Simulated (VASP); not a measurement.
Write the native input for VASP 6.6.1 that does the following.

- Task: single point
- Functional: PBEsol
- Potentials or basis: VASP PAW PBE potentials, release 64 (Co, O)
- Cutoff: 520 eV
- k mesh: 18 × 18 × 18
- Occupations: gaussian, width 0.1 eV
- Spin: collinear spin, ferromagnetic start
- Starting moments: [2.55, 0.32] μB
- Dipole correction: no
- Further INCAR settings: ALGO = Normal; EDIFF = 1e-07; NBANDS = 18

The structure of CoO lies in POSCAR:

```
CoO
1.0
    1.5190141122      0.8770032066      2.1739516707
   -1.5190141122      0.8770032066      2.1739516707
    0.0000000000     -1.7540064131      2.1739516707
Co O
1 1
Direct
    0.0000000000      0.0000000000      0.0000000000
    0.5000000000      0.5000000000      0.5000000000
```

One way to write it, as run:

INCAR

```
SYSTEM = CoO
ALGO     = Normal         ! electronic algorithm
EDIFF    = 1E-7           ! SCF threshold, eV
ENCUT    = 520            ! plane-wave cutoff, eV
GGA      = PS             ! functional
ISIF     = 2              ! what is computed and relaxed
ISMEAR   = 0              ! smearing method
ISPIN    = 2              ! spin polarisation
LASPH    = .True.         ! aspherical terms in the spheres
LCHARG   = .False.        ! write CHGCAR
LMAXMIX  = 4              ! l up to which the mixer works
LORBIT   = 11             ! projections on sites
LREAL    = .False.        ! projectors in reciprocal space
LWAVE    = .False.        ! write WAVECAR
MAGMOM   = 2.55 0.32      ! initial moments
NBANDS   = 18             ! bands
NELM     = 150            ! most SCF steps
PREC     = Accurate       ! precision mode
SIGMA    = 0.1            ! smearing width, eV
```

KPOINTS

```
k-points
0
Gamma
  18 18 18
  0 0 0
```

Potentials or basis: VASP PAW PBE potentials, release 64 (Co, O).

Run with:

```sh
$ cat potpaw_PBE.64/Co/POTCAR potpaw_PBE.64/O/POTCAR > POTCAR
$ mpirun -np 1 vasp_std > vasp.out
```

Results of the run:

```yaml
Pressure: 4.3 GPa
Net_moment: 2.53 μB per cell
Site_moments: Co +2.26; O +0.23 μB
Valence_electrons_inside_the_program's_atomic_spheres: Co 8.01; O 4.99
```

Caveat: the cell stands under pressure; the PAW data sets were made with another functional, which shifts forces and pressure a little; a cell with one magnetic atom can't hold antiferromagnetic order, which such compounds often take.

It took 12 min on 1 thread of Oxide Virtual Turin-like Processor, with other jobs on the host, peak memory 0.34 GiB.
